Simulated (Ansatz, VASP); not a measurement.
One calculation of La2Ir, two programs

```
La Ir
1.0
     4.26884    0.00000    0.00000
    -2.13442    3.69692    0.00000
     0.00000    0.00000    6.72108
La Ir
2 1
Direct
  0.33333 0.66667 0.22127
  0.66667 0.33333 0.77873
  0.00000 0.00000 0.00000
```

Change from the starting cell: species swapped into the FeI2 type (P-3m1, No. 164).

Alike in both runs: functional PBE; k mesh 12 × 12 × 8; occupations gaussian, width 0.1 eV; no spin polarisation.

Ansatz relaxed the structure, and its values are those at the end. VASP's run is a single point on that final structure, the one shown.

|  | VASP | Ansatz |
| --- | --- | --- |
| version | VASP 6.6.1 | Ansatz 0.2.0 |
| potentials or method | VASP PAW PBE potentials, release 64 (La, Ir), cutoff 520 eV | scalar-relativistic, plane waves, PAW |
| valence electrons in the cell | 31 | 39 |

```csv
,VASP,Ansatz,Ansatz less VASP
gap on the k mesh at the Fermi level (eV),none,none,-
pressure (GPa),0.0,0.0,+0.01
```

A gap of «none» marks a metal or a gap that the smearing closes. With one functional, cell and mesh, what is left measures potentials, basis and numerics. VASP's potentials hold 31 valence electrons a cell and Ansatz's 39, so a difference there can come from the potentials and not from the codes.

Neither program's run includes spin-orbit coupling.
